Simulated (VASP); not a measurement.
# Hg (P6/mmm) in VASP: a series of runs, part 2 of 2

VASP 6.6.1. The steps go on from the part before.

## Step 3: Relaxation of cell and atoms, PBE

This run uses another cell than the first one, of 27.75 Å³/atom.

Input file INCAR:

```
ALGO = Fast
EDIFF = 1E-7
EDIFFG = -0.01
ENCUT = 600
GGA = PE
IBRION = 2
ISIF = 3
ISMEAR = 0
LASPH = T
LCHARG = F
LREAL = F
LWAVE = F
NELM = 60
NSW = 100
PREC = Accurate
SIGMA = 0.1
```

Input file KPOINTS:

```
k-points
0
Gamma
  18 18 18
```

Input file POSCAR:

```
Hg
1.0
    3.2713292469      0.0000000000      0.0000000000
   -1.6356646234      2.8330542320      0.0000000000
    0.0000000000      0.0000000000      2.9941488066
Hg
1
Direct
    0.0000000000      0.0000000000      0.5000000000
```

Potentials or basis: VASP PAW PBE potentials, release 64 (Hg).

Launch:

```console
cat potpaw_PBE.64/Hg/POTCAR > POTCAR
mpirun -np 1 vasp_std > vasp.out
```

OUTCAR:

```text
EDIFF = 1E-7
   EDIFFG = -0.01
   ENCUT = 600
   GGA = PE
   IBRION = 2
   ISIF = 3
   ISMEAR = 0
   LASPH = T
   LREAL = F
   NELM = 60
   NSW = 100
   PREC = Accurate

 ion  position               nearest neighbor table
   1  0.000  0.000  0.500-

  LATTYP: Found a hexagonal cell.
 ALAT       =     3.2713292469
 C/A-ratio  =     0.9152697820

  Lattice vectors:

 A1 = (   3.2713292469,   0.0000000000,   0.0000000000)
 A2 = (  -1.6356646234,   2.8330542320,   0.0000000000)
 A3 = (   0.0000000000,   0.0000000000,   2.9941488066)

Analysis of symmetry for initial positions (statically):
=====================================================================
 Subroutine PRICEL returns:
 Original cell was already a primitive cell.

 Routine SETGRP: Setting up the symmetry group for a
 hexagonal supercell.

 Subroutine GETGRP returns: Found 24 space group operations
 (whereof 24 operations were pure point group operations)
 out of a pool of 24 trial point group operations.

The static configuration has the point symmetry D_6h.

Analysis of symmetry for dynamics (positions and initial velocities):
=====================================================================
 Subroutine PRICEL returns:
 Original cell was already a primitive cell.

 Routine SETGRP: Setting up the symmetry group for a
 hexagonal supercell.

 Subroutine GETGRP returns: Found 24 space group operations
 (whereof 24 operations were pure point group operations)
 out of a pool of 24 trial point group operations.

The dynamic configuration has the point symmetry D_6h.

 Subroutine INISYM returns: Found 24 space group operations
 (whereof 24 operations are pure point group operations),
 and found     1 'primitive' translations

----------------------------------------------------------------------------------------

                                     Primitive cell

  volume of cell :      27.7493

  direct lattice vectors                    reciprocal lattice vectors
     3.271329247  0.000000000  0.000000000     0.305686137  0.176487973  0.000000000
    -1.635664623  2.833054232  0.000000000     0.000000000  0.352975947  0.000000000
     0.000000000  0.000000000  2.994148807     0.000000000  0.000000000  0.333984736

  length of vectors
     3.271329247  3.271329247  2.994148807     0.352975947  0.352975947  0.333984736

  position of ions in fractional coordinates (direct lattice)
     0.000000000  0.000000000  0.500000000

  ion indices of the primitive-cell ions
   primitive index   ion index
                 1           1

----------------------------------------------------------------------------------------

 KPOINTS: k-points

Automatic generation of k-mesh.
 Grid dimensions read from file:
 generate k-points for:   18   18   18

 Generating k-lattice:

  Cartesian coordinates                     Fractional coordinates (reciprocal lattice)
     0.016982563  0.009804887  0.000000000     0.055555556 -0.000000000  0.000000000
     0.000000000  0.019609775  0.000000000     0.000000000  0.055555556  0.000000000
     0.000000000  0.000000000  0.018554708     0.000000000  0.000000000  0.055555556

[... 46 lines left out ...]
 SYSTEM =  unknown system
   PREC   = accura    normal or accurate (medium, high low for compatibility)
   ISTART =      0    job   : 0-new  1-cont  2-samecut
   ICHARG =      2    charge: 1-file 2-atom 10-const
   ISPIN  =      1    spin polarized calculation?
   LNONCOLLINEAR =      F non collinear calculations
   LSORBIT =      F    spin-orbit coupling
   LASPH  =      T    aspherical Exc in radial PAW
   ENCUT  =  600.0 eV  44.10 Ry    6.64 a.u.   6.53  6.53  5.98*2*pi/ulx,y,z
   NELM   =     60;   NELMIN=  2; NELMDL= -5     # of ELM steps
   EDIFF  = 0.1E-06   stopping-criterion for ELM
   LREAL  =      F    real-space projection
   EDIFFG = -.1E-01   stopping-criterion for IOM
   NSW    =    100    number of steps for IOM
   IBRION =      2    ionic relax: 0-MD 1-quasi-New 2-CG
   NFREE  =      1    steps in history (QN), initial steepest desc. (CG)
   ISIF   =      3    stress and relaxation
   ISYM   =      2    0-nonsym 1-usesym 2-fastsym
   POTIM  = 0.5000    time-step for ionic-motion
   TEBEG  =    0.0;   TEEND  =   0.0 temperature during run
   PSTRESS=    0.0 pullay stress
   NELECT =      12.0000    total number of electrons
   NUPDOWN=      -1.0000    fix difference up-down
   EMIN   =  10.00;   EMAX   =-10.00  energy-range for DOS
   EFERMI =   0.00;   METHOD = LEGACY
   ISMEAR =     0;   SIGMA  =   0.10  broadening in eV -4-tet -1-fermi 0-gaus
   EFERMI_NEDOS =   21; number of points for ismear=-14 and -15
   IALGO  =     68    algorithm
   IMIX   =      4    mixing-type and parameters
     AMIX     =   0.40;   BMIX     =  1.00
     AMIX_MAG =   1.60;   BMIX_MAG =  1.00
  volume/ion in A,a.u.               =      27.75       187.26
  Fermi-wavevector in a.u.,A,eV,Ry     =   1.237992  2.339465 20.852608  1.532623
  Thomas-Fermi vector in A             =   2.372536
   LORBIT       =      0    0 simple, 1 ext, 2 COOP (PROOUT), +10 PAW based schemes
   GGA     = PE    functional components
   LHFCALC =     F    Hartree Fock is set to
   AEXX    =    0.0000 exact exchange contribution
   IVDW    =     0    specifies the selected vdW correction
   LEPSILON=     F    determine dielectric tensor
   LRPA    =     F    only Hartree local field effects (RPA)
 conjugate gradient relaxation of ions
 non-spin polarized calculation
 RMM-DIIS sequential band-by-band and
 Gauss-broadening in eV      SIGMA  =   0.10
  energy-cutoff  :      600.00
  volume of cell :       27.75
 maximum number of plane-waves:       960
 NGX is ok and might be reduce to    28
   NGX = 13   NGY = 13   NGZ = 11

--------------------------------------- Ionic step        1  -------------------------------------------

 number of electron      12.0000000 magnetization

 Free energy of the ion-electron system (eV)
  ---------------------------------------------------
  ext. energy  EPLUGINS =         0.00000000
  ---------------------------------------------------
  free energy    TOTEN  =        -0.16860124 eV

  energy without entropy =       -0.16707536  energy(sigma->0) =       -0.16783830

------------------------ aborting loop because EDIFF is reached ----------------------------------------

  FORCE on cell =-STRESS in cart. coord.  units (eV):
  Direction    XX          YY          ZZ          XY          YZ          ZX
  --------------------------------------------------------------------------------------
  -------------------------------------------------------------------------------------
  Total        0.0707518      0.0707518      0.2420137      0.0000000      0.0000000      0.0000000
  in kB        4.0850352      4.0850352     13.9732707      0.0000000      0.0000000      0.0000000
  external PRESSURE =       7.3811137 kB  Pullay stress =       0.0000000 kB
[... 232 lines left out ...]
--------------------------------------- Ionic step        8  -------------------------------------------

 number of electron      11.9999999 magnetization

 Free energy of the ion-electron system (eV)
  ---------------------------------------------------
  ext. energy  EPLUGINS =         0.00000000
  ---------------------------------------------------
  free energy    TOTEN  =        -0.17187131 eV

  energy without entropy =       -0.17059792  energy(sigma->0) =       -0.17123461

 E-fermi :   1.4505     XC(G=0):  -9.7565

 val. band max:        1.4315504773   @ k =   0.1667   0.0000   0.4444
 cond. band min:       1.4953354090   @ k =   0.5000   0.0000   0.2222
 fundamental gap:      0.0637849317
 Fermi energy:         1.4504845940

 k-point     1 :       0.0000    0.0000    0.0000
  band No.  band energies     occupation
      1      -6.3437      2.00000
      2      -6.0995      2.00000
      3      -5.2423      2.00000
      4      -5.2423      2.00000
      5      -4.3611      2.00000
      6      -4.3611      2.00000
      7      11.1118      0.00000
      8      13.4368      0.00000
      9      13.4368      0.00000
     10      14.6118      0.00000
[... 287 lines left out ...]
 k-point    24 :       0.3889    0.1111    0.0000
  band No.  band energies     occupation
      1      -5.8800      2.00000
      2      -5.7565      2.00000
      3      -4.7964      2.00000
      4      -4.4968      2.00000
      5      -4.4637      2.00000
      6      -1.3742      2.00000
      7       1.5325      0.24622
      8       7.5422      0.00000
      9      15.3155      0.00000
     10      15.6041      0.00000

 [... further k-points ...]

------------------------ aborting loop because EDIFF is reached ----------------------------------------

  FORCE on cell =-STRESS in cart. coord.  units (eV):
  Direction    XX          YY          ZZ          XY          YZ          ZX
  --------------------------------------------------------------------------------------
  -------------------------------------------------------------------------------------
  Total       -0.0031939     -0.0031939     -0.0056299     -0.0000000      0.0000000      0.0000000
  in kB       -0.1782852     -0.1782852     -0.3142632     -0.0000000      0.0000000      0.0000000
  external PRESSURE =      -0.2236112 kB  Pullay stress =       0.0000000 kB
[... 16 lines left out ...]
  FREE ENERGIE OF THE ION-ELECTRON SYSTEM (eV)
  ---------------------------------------------------
  free  energy   TOTEN  =        -0.1718713082 eV

  energy  without entropy=       -0.1705979151  energy(sigma->0) =       -0.17123461

 reached required accuracy - stopping structural energy minimisation
```

OSZICAR:

```text
N       E                     dE             d eps       ncg     rms          rms(c)
DAV:   1     0.732734536511E+02    0.73273E+02   -0.69410E+03  7464   0.126E+03
DAV:   2     0.104400332834E+01   -0.72229E+02   -0.69053E+02  7622   0.254E+02
DAV:   3    -0.193929659312E+00   -0.12379E+01   -0.12361E+01  8660   0.395E+01
DAV:   4    -0.195381525819E+00   -0.14519E-02   -0.14518E-02  8158   0.131E+00
[... 62 lines left out ...]
RMM:   2    -0.172263469992E+00    0.14846E-02   -0.20597E-03  7400   0.564E-01    0.986E-02
RMM:   3    -0.171925780600E+00    0.33769E-03   -0.33466E-04  7400   0.173E-01    0.627E-02
RMM:   4    -0.171870453843E+00    0.55327E-04   -0.84649E-05  7400   0.979E-02    0.124E-02
RMM:   5    -0.171871261713E+00   -0.80787E-06   -0.47925E-06  7400   0.256E-02    0.555E-03
RMM:   6    -0.171871308157E+00   -0.46444E-07   -0.62033E-07  7390   0.104E-02
   8 F= -.17187131E+00 E0= -.17123461E+00  d E =-.115093E-03
```

Run time: 8.8 min. Hardware: 1 thread of Intel Xeon 8259CL, shared host; peak memory 0.28 GiB.

Results:

```
Free energy                           : -0.1719 eV
Relaxed volume                        : 28.70 Å³/atom
Relaxed cell                          : a = 3.283 Å, b = 3.283 Å, c = 3.075 Å, α = 90.00°, β = 90.00°, γ = 120.00°
Space group after relaxing (to 0.1 Å) : P6/mmm (No. 191)
Energy gained by relaxing             : 3.3 meV/atom
Ionic steps                           : 8
Pressure after relaxing               : 0.0 GPa
Band gap on the k mesh                : zero (bands 6 and 7 overlap by 3.14 eV)
```

Step by step:
| step | energy change (eV) | largest force (eV/Å) | pressure (GPa) | volume (Å³) |
| --- | --- | --- | --- | --- |
| 1 | 0.0000 | 0.0000 | 0.74 | 27.75 |
| 2 | -0.0024 | 0.0000 | 0.29 | 28.27 |
| 3 | -0.0031 | 0.0000 | -0.03 | 28.72 |
| 4 | -0.0032 | 0.0000 | -0.05 | 28.79 |
| 5 | -0.0032 | 0.0000 | -0.08 | 28.84 |
| 6 | -0.0032 | 0.0000 | -0.07 | 28.82 |
| 7 | -0.0032 | 0.0000 | -0.06 | 28.77 |
| 8 | -0.0033 | 0.0000 | -0.02 | 28.70 |

Final structure:
```
Hg
1.0
     3.28299    0.00000    0.00000
    -1.64150    2.84316    0.00000
     0.00000    0.00000    3.07503
Hg
1
Direct
  0.00000 0.00000 0.50000
```

Caveat: spin-orbit coupling is left out, which moves the levels of the heavy elements.

The gap in the log of VASP goes by the Fermi energy; the results here count the filled bands.